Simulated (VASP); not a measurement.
Input of a VASP 6.6.1 run:

INCAR

```
SYSTEM = O
PREC     = Accurate       ! precision mode
ENCUT    = 520            ! plane-wave cutoff, eV
EDIFF    = 1E-7           ! SCF threshold, eV
ISMEAR   = -1             ! smearing method
SIGMA    = 0.08           ! smearing width, eV
LREAL    = .False.        ! projectors in reciprocal space
LASPH    = .True.         ! aspherical terms in the spheres
NELM     = 100            ! most SCF steps
ALGO     = Normal         ! electronic algorithm
ISIF     = 2              ! what is computed and relaxed
LWAVE    = .False.        ! write WAVECAR
LCHARG   = .False.        ! write CHGCAR
GGA      = PS             ! functional
NBANDS   = 9              ! bands
```

Contents of KPOINTS:

```
Automatic mesh
0
Gamma
  18 18 18
  0 0 0
```

POSCAR

```
O
1.0
    0.0000000000      1.5276395607      1.5276395607
    1.5276395607      0.0000000000      1.5276395607
    1.5276395607      1.5276395607      0.0000000000
O
1
Direct
    0.0000000000      0.0000000000      0.0000000000
```

Potentials or basis: VASP PAW PBE potentials, release 64 (O).

The run is started by

```bash
$ cat potpaw_PBE.64/O/POTCAR > POTCAR
$ mpirun -np 1 vasp_std > vasp.out
```

What does it give for the pressure?

9.4 GPa.

Predict the band gap on the k mesh.

zero (band 3 reaches 5.54 eV, above the bottom of band 4 at 1.49 eV).

Caveat: the PAW data sets were made with another functional, which shifts forces and pressure a little.
